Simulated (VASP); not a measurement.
Set up this calculation in VASP 6.6.1, as the native input.

- Task: electric field gradients
- Functional: PBEsol
- Potentials or basis: VASP PAW PBE potentials, release 64 (Sn_d, O)
- Cutoff: 520 eV
- k mesh: 8 × 8 × 6
- Occupations: fermi-dirac, width 0.01 eV
- Spin: no spin polarisation
- Dipole correction: no
- Further INCAR settings: ALGO = Normal; EDIFF = 1e-08; NBANDS = 28

The structure of SnO lies in POSCAR:

```
SnO
1.0
    3.8271795418      0.0000000000      0.0000000000
    0.0000000000      3.8271795418      0.0000000000
    0.0000000000      0.0000000000      4.8680274234
Sn O
2 2
Direct
    0.0000000000      0.5000000000      0.2385000000
    0.5000000000      0.0000000000      0.7615000000
    0.0000000000      0.0000000000      0.0000000000
    0.5000000000      0.5000000000      0.0000000000
```

One way to write it, as run:

INCAR

```
SYSTEM = SnO
  PREC = Accurate
  ENCUT = 520
  EDIFF = 1E-8
  ISMEAR = -1
  SIGMA = 0.01
  LREAL = .False.
  LASPH = .True.
  NELM = 80
  ALGO = Normal
  ISIF = 2
  LWAVE = .False.
  LCHARG = .False.
  GGA = PS
  LEFG = .True.
  NBANDS = 28
```

KPOINTS

```
regular mesh
0
Gamma
  8 8 6
  0 0 0
```

Potentials or basis: VASP PAW PBE potentials, release 64 (Sn_d, O).

Run with:

```sh
$ cat potpaw_PBE.64/Sn_d/POTCAR potpaw_PBE.64/O/POTCAR > POTCAR
$ mpirun -np 1 vasp_std > vasp.out
```

It gave:

- Pressure: -1.6 GPa
- Largest force: 0.133 eV/Å
- Band gap on the k mesh: 0.08 eV (least direct gap 1.93 eV)
- Largest electric field gradient by atom: Sn -159.2; O +1.8 V/Å²

Caveat: without QUAD_EFG the Cq values of the log hold for a quadrupole moment of 1 mb, not for the nuclei; the PAW data sets were made with another functional, which shifts forces and pressure a little; spin-orbit coupling is left out, which moves the levels of the heavy elements.

It took 2.2 min on 1 thread of Intel Xeon 8259CL (shared host), peak memory 0.24 GiB.
